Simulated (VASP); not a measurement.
# Si (Fd-3m) in VASP: a series of runs, part 2 of 2

VASP 6.6.1. Earlier steps stand in the parts before.

**3. Single point, PBE**

Input file INCAR:

```
PREC = Accurate
ENCUT = 500
EDIFF = 1E-6
ISMEAR = 0
SIGMA = 0.02
LREAL = False
LASPH = True
NELM = 120
ALGO = Normal
ISIF = 2
LWAVE = False
LCHARG = True
GGA = PE
LELF = True
LVHAR = True
NBANDS = 11
GGA_COMPAT = False
```

Input file KPOINTS:

```
Automatic mesh
0
Gamma
  8 8 8
```

Input file POSCAR:

```
Si
1.0
    0.0000000000      2.7347957594      2.7347957594
    2.7347957594      0.0000000000      2.7347957594
    2.7347957594      2.7347957594      0.0000000000
Si
2
Direct
    0.7500000000      0.7500000000      0.7500000000
    0.5000000000      0.5000000000      0.5000000000
```

Potentials or basis: VASP PAW PBE potentials, release 64 (Si).

Command:

```bash
$ cat potpaw_PBE.64/Si/POTCAR > POTCAR
$ mpirun -np 1 vasp_std > vasp.out
```

OUTCAR:

```text
PREC = Accurate
   ENCUT = 500
   EDIFF = 1E-6
   ISMEAR = 0
   LREAL = False
   LASPH = True
   NELM = 120
   ISIF = 2
   GGA = PE

 ion  position               nearest neighbor table
   1  0.750  0.750  0.750-   2 2.37   2 2.37   2 2.37   2 2.37
   2  0.500  0.500  0.500-   1 2.37   1 2.37   1 2.37   1 2.37

  LATTYP: Found a face centered cubic cell.
 ALAT       =     5.4695915188

  Lattice vectors:

 A1 = (   0.0000000000,   2.7347957594,   2.7347957594)
 A2 = (   2.7347957594,   0.0000000000,   2.7347957594)
 A3 = (   2.7347957594,   2.7347957594,   0.0000000000)

Analysis of symmetry for initial positions (statically):
=====================================================================
 Subroutine PRICEL returns:
 Original cell was already a primitive cell.

 Routine SETGRP: Setting up the symmetry group for a
 face centered cubic supercell.

 Subroutine GETGRP returns: Found 48 space group operations
 (whereof 24 operations were pure point group operations)
 out of a pool of 48 trial point group operations.

The static configuration has the point symmetry T_d .
 The point group associated with its full space group is O_h .

Analysis of symmetry for dynamics (positions and initial velocities):
=====================================================================
 Subroutine PRICEL returns:
 Original cell was already a primitive cell.

 Routine SETGRP: Setting up the symmetry group for a
 face centered cubic supercell.

 Subroutine GETGRP returns: Found 48 space group operations
 (whereof 24 operations were pure point group operations)
 out of a pool of 48 trial point group operations.

The dynamic configuration has the point symmetry T_d .
 The point group associated with its full space group is O_h .

 Subroutine INISYM returns: Found 48 space group operations
 (whereof 24 operations are pure point group operations),
 and found     1 'primitive' translations

----------------------------------------------------------------------------------------

                                     Primitive cell

  volume of cell :      40.9077

  direct lattice vectors                    reciprocal lattice vectors
     0.000000000  2.734795759  2.734795759    -0.182829010  0.182829010  0.182829010
     2.734795759  0.000000000  2.734795759     0.182829010 -0.182829010  0.182829010
     2.734795759  2.734795759  0.000000000     0.182829010  0.182829010 -0.182829010

  length of vectors
     3.867585253  3.867585253  3.867585253     0.316669134  0.316669134  0.316669134

  position of ions in fractional coordinates (direct lattice)
     0.750000000  0.750000000  0.750000000
     0.500000000  0.500000000  0.500000000

  ion indices of the primitive-cell ions
   primitive index   ion index
                 1           1
                 2           2

----------------------------------------------------------------------------------------

 KPOINTS: Automatic mesh

Automatic generation of k-mesh.
 Grid dimensions read from file:
 generate k-points for:    8    8    8

 Generating k-lattice:

  Cartesian coordinates                     Fractional coordinates (reciprocal lattice)
    -0.022853626  0.022853626  0.022853626     0.125000000  0.000000000  0.000000000
     0.022853626 -0.022853626  0.022853626     0.000000000  0.125000000  0.000000000
     0.022853626  0.022853626 -0.022853626     0.000000000  0.000000000  0.125000000

  Length of vectors
     0.039583642  0.039583642  0.039583642

  Shift w.r.t. Gamma in fractional coordinates (k-lattice)
     0.000000000  0.000000000  0.000000000

 Subroutine IBZKPT returns following result:
 ===========================================

 Found     29 irreducible k-points:

 Following reciprocal coordinates:
            Coordinates               Weight
  0.000000  0.000000  0.000000      1.000000
  0.125000  0.000000  0.000000      8.000000
  0.250000  0.000000  0.000000      8.000000
  0.375000  0.000000  0.000000      8.000000
  0.500000  0.000000  0.000000      4.000000
  0.125000  0.125000  0.000000      6.000000
[... 16 lines left out ...]
  0.500000  0.250000  0.125000     48.000000
 -0.375000  0.250000  0.125000     24.000000
 [... further k-points ...]
   k-points           NKPTS =     29   k-points in BZ     NKDIM =     29   number of bands    NBANDS=     11
   number of dos      NEDOS =    301   number of ions     NIONS =      2
   total plane-waves  NPLWV =  21952
   dimension x,y,z NGX =    28 NGY =   28 NGZ =   28
   dimension x,y,z NGXF=    56 NGYF=   56 NGZF=   56
   ions per type =               2
   NGX,Y,Z   is equivalent  to a cutoff of  12.04, 12.04, 12.04 a.u.
   NGXF,Y,Z  is equivalent  to a cutoff of  24.07, 24.07, 24.07 a.u.
 SYSTEM =  unknown system
   PREC   = accura    normal or accurate (medium, high low for compatibility)
   ISTART =      0    job   : 0-new  1-cont  2-samecut
   ICHARG =      2    charge: 1-file 2-atom 10-const
   ISPIN  =      1    spin polarized calculation?
   LNONCOLLINEAR =      F non collinear calculations
   LSORBIT =      F    spin-orbit coupling
   LASPH  =      T    aspherical Exc in radial PAW
   ENCUT  =  500.0 eV  36.75 Ry    6.06 a.u.   7.05  7.05  7.05*2*pi/ulx,y,z
   NELM   =    120;   NELMIN=  2; NELMDL= -5     # of ELM steps
   EDIFF  = 0.1E-05   stopping-criterion for ELM
   LREAL  =      F    real-space projection
   EDIFFG = 0.1E-04   stopping-criterion for IOM
   NSW    =      0    number of steps for IOM
   IBRION =     -1    ionic relax: 0-MD 1-quasi-New 2-CG
   NFREE  =      0    steps in history (QN), initial steepest desc. (CG)
   ISIF   =      2    stress and relaxation
   ISYM   =      2    0-nonsym 1-usesym 2-fastsym
   POTIM  = 0.5000    time-step for ionic-motion
   TEBEG  =    0.0;   TEEND  =   0.0 temperature during run
   PSTRESS=    0.0 pullay stress
   NELECT =       8.0000    total number of electrons
   NUPDOWN=      -1.0000    fix difference up-down
   EMIN   =  10.00;   EMAX   =-10.00  energy-range for DOS
   EFERMI =   0.00;   METHOD = LEGACY
   ISMEAR =     0;   SIGMA  =   0.02  broadening in eV -4-tet -1-fermi 0-gaus
   EFERMI_NEDOS =   21; number of points for ismear=-14 and -15
   IALGO  =     38    algorithm
   IMIX   =      4    mixing-type and parameters
     AMIX     =   0.40;   BMIX     =  1.00
     AMIX_MAG =   1.60;   BMIX_MAG =  1.00
  volume/ion in A,a.u.               =      20.45       138.03
  Fermi-wavevector in a.u.,A,eV,Ry     =   0.950247  1.795707 12.285649  0.902970
  Thomas-Fermi vector in A             =   2.078606
   LORBIT       =      0    0 simple, 1 ext, 2 COOP (PROOUT), +10 PAW based schemes
   GGA     = PE    functional components
   LHFCALC =     F    Hartree Fock is set to
   AEXX    =    0.0000 exact exchange contribution
   IVDW    =     0    specifies the selected vdW correction
   LEPSILON=     F    determine dielectric tensor
   LRPA    =     F    only Hartree local field effects (RPA)
 non-spin polarized calculation
 Gauss-broadening in eV      SIGMA  =   0.02
  energy-cutoff  :      500.00
  volume of cell :       40.91
 maximum number of plane-waves:      1056
   NGX = 15   NGY = 15   NGZ = 15

 number of electron       8.0000000 magnetization

 Free energy of the ion-electron system (eV)
  ---------------------------------------------------
  ext. energy  EPLUGINS =         0.00000000
  ---------------------------------------------------
  free energy    TOTEN  =       -10.84606728 eV

  energy without entropy =      -10.84606728  energy(sigma->0) =      -10.84606728

 E-fermi :   5.7129     XC(G=0):  -9.3248

 val. band max:        5.6126324598   @ k =   0.0000   0.0000   0.0000
 cond. band min:       6.2633638290   @ k =   0.3750   0.3750   0.0000
 fundamental gap:      0.6507313691
 Fermi energy:         5.7129060497

 k-point     1 :       0.0000    0.0000    0.0000
  band No.  band energies     occupation
      1      -6.1991      2.00000
      2       5.6126      2.00000
      3       5.6126      2.00000
      4       5.6126      2.00000
      5       8.1689      0.00000
      6       8.1689      0.00000
      7       8.1689      0.00000
      8       8.7411      0.00000
      9      13.3210      0.00000
     10      13.3210      0.00000
     11      13.4878      0.00000
[... 309 lines left out ...]
 k-point    24 :      -0.3750    0.2500    0.1250
  band No.  band energies     occupation
      1      -3.3918      2.00000
      2      -1.0931      2.00000
      3       2.2264      2.00000
      4       3.5030      2.00000
      5       8.6353      0.00000
      6       8.7590      0.00000
      7      11.4581      0.00000
      8      12.6777      0.00000
      9      12.9179      0.00000
     10      16.1189      0.00000
     11      17.1630      0.00000

 [... further k-points ...]
[... 5 lines left out ...]
  --------------------------------------------------------------------------------------
  -------------------------------------------------------------------------------------
  Total       -0.0103558     -0.0103558     -0.0103558     -0.0000000      0.0000000      0.0000000
  in kB       -0.4055907     -0.4055907     -0.4055907     -0.0000000      0.0000000      0.0000000
  external PRESSURE =      -0.4055907 kB  Pullay stress =       0.0000000 kB

 VOLUME and BASIS-vectors are now :
 -----------------------------------------------------------------------------
  energy-cutoff  :      500.00
  volume of cell :       40.91
      direct lattice vectors                 reciprocal lattice vectors
     0.000000000  2.734795759  2.734795759    -0.182829010  0.182829010  0.182829010
     2.734795759  0.000000000  2.734795759     0.182829010 -0.182829010  0.182829010
     2.734795759  2.734795759  0.000000000     0.182829010  0.182829010 -0.182829010

 POSITION                                       TOTAL-FORCE (eV/Angst)
 -----------------------------------------------------------------------------------
      4.10219      4.10219      4.10219         0.000000     -0.000000      0.000000
      2.73480      2.73480      2.73480         0.000000      0.000000     -0.000000
 -----------------------------------------------------------------------------------
    total drift:                                0.000000      0.000000     -0.000000

  FREE ENERGIE OF THE ION-ELECTRON SYSTEM (eV)
  ---------------------------------------------------
  free  energy   TOTEN  =       -10.8460672784 eV

  energy  without entropy=      -10.8460672784  energy(sigma->0) =      -10.84606728
```

Wall time 18 s (1 thread of Intel Xeon 8259CL, shared host); peak memory 0.15 GiB.

Results:

```
Free energy            : -10.8461 eV
Pressure               : 0.0 GPa
Band gap on the k mesh : 0.65 eV, indirect (least direct gap 2.56 eV)
```
